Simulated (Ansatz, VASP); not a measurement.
**One calculation of ScNb2O3, two programs**

```xyz
6
Lattice="2.9790 0.0000 0.0000 0.0000 2.9790 0.0000 0.0000 0.0000 9.0828" Properties=species:S:1:pos:R:3 pbc="T T T"
Sc    0.0000    0.0000    0.0000
Nb    0.0000    1.4895    5.9458
Nb    1.4895    0.0000    3.1371
O     0.0000    1.4895    3.7136
O     1.4895    0.0000    5.3692
O     1.4895    1.4895    0.0000
```

Change from the starting cell: species swapped into the Ti2CuSb3 type (P-4m2, No. 115).

Alike in both runs: functional PBE; k mesh 12 × 12 × 4; occupations gaussian, width 0.1 eV; no spin polarisation.

Ansatz relaxed the structure, and its values are those at the end. VASP's run is a single point on that final structure, the one shown.

|  | VASP | Ansatz |
| --- | --- | --- |
| version | VASP 6.6.1 | Ansatz 0.2.0 |
| potentials or method | VASP PAW PBE potentials, release 64 (Sc_sv, Nb_sv, O), cutoff 520 eV | scalar-relativistic, plane waves, PAW |
| valence electrons in the cell | 55 | 55 |

|  | VASP | Ansatz | Ansatz less VASP |
| --- | --- | --- | --- |
| gap on the k mesh at the Fermi level (eV) | none | none | - |
| pressure (GPa) | 0.1 | 0.0 | -0.13 |
| rms of the force components (eV/Å) | 0.003 | 0.001 | -0.0022 |

A gap of «none» marks a metal or a gap that the smearing closes. With one functional, cell and mesh, what is left measures potentials, basis and numerics.
